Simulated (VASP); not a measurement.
Crystal: In.

```
In
1.0
    -1.88253    1.88253    1.88253
     1.88253   -1.88253    1.88253
     1.88253    1.88253   -1.88253
In
1
Direct
  0.00000 0.00000 0.00000
```

| Quantity | Value |
| --- | --- |
| Program | VASP 6.6.1 |
| Task | relaxation of cell and atoms |
| Functional | revPBE |
| Dispersion | D3(BJ) |
| Potentials or basis | VASP PAW PBE potentials, release 64 (In_d) |
| Cutoff | 600 eV |
| k mesh | 10 × 10 × 10 |
| Occupations | fermi-dirac, width 0.05 eV |
| Spin | no spin polarisation |

At the start: pressure -1.1 GPa; volume 26.69 Å³/atom.

Question: How do energy, volume and symmetry change on relaxing?

Answer: Over 3 steps the energy falls by 2.4 meV/atom and the volume is 25.96 Å³/atom (-2.7 %); space group Im-3m (No. 229, to 0.05 Å).

Step by step:
```
step  energy change (eV)  largest force (eV/Å)  pressure (GPa)  volume (Å³)
   1              0.0000                0.0000           -1.05        26.69
   2             -0.0024                0.0000           -0.08        26.01
   3             -0.0024                0.0000            0.03        25.96
```

Final structure:
```xyz
1
Lattice="-1.8654 1.8654 1.8654 1.8654 -1.8654 1.8654 1.8654 1.8654 -1.8654" Properties=species:S:1:pos:R:3 pbc="T T T"
In    0.0000    0.0000    0.0000
```

Caveat: the PAW data sets were made with another functional, which shifts forces and pressure a little; pairwise dispersion overbinds metals, which lowers pressure and volume.
